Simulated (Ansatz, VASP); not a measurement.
Given: the input of a run of Ansatz 0.2.0 on Ta.

Contents of input.yaml:

```yaml
crystal:
  lattice:
    - [-1.620734, 1.654648, 1.62924]
    - [1.697801, -1.62617, 1.677829]
    - [1.622436, 1.627872, -1.600762]
  atoms:
    - { symbol: Ta, position: [0.001911, -0.023575, -0.004103] }
kpoints:
  mp_grid: { grid: [11, 11, 11] }
scf:
  occupations: { method: fermi_dirac, width: 0.05 }
hamiltonian:
  xc: pbesol
  pseudopotentials: { kind: all_electron, lapw: { basis_error: 0.001 } }
output:
  forces: true
  stress: true
  eigenvalues: true
  populations: true
```

Potentials or basis: all-electron LAPW, scalar-relativistic.

Command:

```sh
$ ansatz run input.yaml --threads 1 --pin off --max-ram 3072MiB --backend cpu --events-out ev --progress --plain --runs-dir out
```

Task: Translate it to VASP 6.6.1. Potentials there: VASP PAW PBE potentials, release 64 (Ta_pv).

Result: As run (the cutoff follows the program's own potentials):

INCAR

```
ALGO = Normal ; EDIFF = 1E-6
ENCUT = 520 ; GGA = PS
ISIF = 2 ; ISMEAR = -1
LASPH = T ; LCHARG = F
LREAL = F ; LWAVE = F
NBANDS = 12 ; NELM = 80
PREC = Accurate ; SIGMA = 0.05
```

Contents of KPOINTS:

```
k-points
0
Gamma
  11 11 11
```

File POSCAR:

```
Ta
1.0
   -1.6207340000      1.6546480000      1.6292400000
    1.6978010000     -1.6261700000      1.6778290000
    1.6224360000      1.6278720000     -1.6007620000
Ta
1
Direct
    0.0019110000     -0.0235750000     -0.0041030000
```

Potentials or basis: VASP PAW PBE potentials, release 64 (Ta_pv).

Command:

```sh
$ cat potpaw_PBE.64/Ta_pv/POTCAR > POTCAR
$ mpirun -np 1 vasp_std > vasp.out
```

Both were run:

|  | VASP | Ansatz | Ansatz less VASP |
| --- | --- | --- | --- |
| gap on the k mesh at the Fermi level (eV) | none | none | - |
| pressure (GPa) | -3.8 | -4.0 | -0.21 |
| traceless stress, the component that is largest in VASP (GPa) | -4.14 | -4.08 | +0.060 |

VASP's potentials were made for PBE, not for PBEsol. A gap of «none» marks a metal or a gap that the smearing closes. Ansatz ran all-electron here, and VASP with PAW potentials.

Neither program's run includes spin-orbit coupling.
